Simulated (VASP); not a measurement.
A run of VASP 6.6.1:

Contents of INCAR:

```
SYSTEM = Ag
PREC = Accurate
ENCUT = 520
EDIFF = 1E-7
ISMEAR = -1
SIGMA = 0.1
LREAL = .False.
LASPH = .True.
NELM = 60
ALGO = Normal
ISIF = 2
LWAVE = .False.
LCHARG = .True.
GGA = B5
ALDAX = 1.0
AGGAX = 1.0
AGGAC = 1.0
ALDAC = 0.0
LELF = .True.
LVHAR = .True.
NBANDS = 12
```

Contents of KPOINTS:

```
regular mesh
0
Gamma
  21 21 21
  0 0 0
```

The input POSCAR:

```
Ag
1.0
    0.0000000000      2.1569923104      2.1569923104
    2.1569923104      0.0000000000      2.1569923104
    2.1569923104      2.1569923104      0.0000000000
Ag
1
Direct
    0.0000000000      0.0000000000      0.0000000000
```

Potentials or basis: VASP PAW PBE potentials, release 64 (Ag).

Launch:

```sh
$ cat potpaw_PBE.64/Ag/POTCAR > POTCAR
$ mpirun -np 1 vasp_std > vasp.out
```

Hardware: 1 thread of Intel(R) Xeon(R) Platinum 8488C (Sapphire Rapids), with other jobs on the host.

Task: Estimate the wall time of this run.

Result: Run time: 40 s on 1 thread of Intel(R) Xeon(R) Platinum 8488C (Sapphire Rapids), on a shared host, peak memory 0.19 GiB. Counts: scf iterations 11, k points 286.
